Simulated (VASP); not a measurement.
A run of VASP 6.6.1:

The input INCAR:

```
SYSTEM = TaTeI2
  PREC = Accurate
  ENCUT = 600
  EDIFF = 1E-7
  ISMEAR = 0
  SIGMA = 0.1
  LREAL = .FALSE.
  LASPH = .TRUE.
  NELM = 100
  ALGO = Normal
  ISIF = 3
  LWAVE = .FALSE.
  LCHARG = .FALSE.
  GGA = PE
  IBRION = 2
  NSW = 90
  EDIFFG = -0.04
```

KPOINTS

```
Automatic mesh
0
G
  6 4 2
  0 0 0
```

POSCAR

```
TaTeI2
1.0
    3.4675304266      0.0000000000      0.0000000000
    0.0000000000      4.8366049643      0.0000000000
    0.0000000000      0.0000000000      9.0058571075
Ta Te I
1 1 2
Direct
    0.5000000000      0.5000000000      0.0000000000
    0.0000000000      0.0000000000      0.0000000000
    0.0000000000      0.5000000000      0.7326707090
    0.0000000000      0.5000000000      0.2673292910
```

Potentials or basis: VASP PAW PBE potentials, release 64 (Ta_pv, Te, I).

Run with:

```bash
$ cat potpaw_PBE.64/Ta_pv/POTCAR potpaw_PBE.64/Te/POTCAR potpaw_PBE.64/I/POTCAR > POTCAR
$ mpirun -np 1 vasp_std > vasp.out
```

Hardware: 1 thread of Oxide Virtual Turin-like Processor (shared host).

Q: How long does it take, and how much memory?

A: It took 6.4 min on 1 thread of Oxide Virtual Turin-like Processor, on a shared host, peak memory 0.32 GiB. Counts: scf iterations 136, k points 24, ion steps 14.
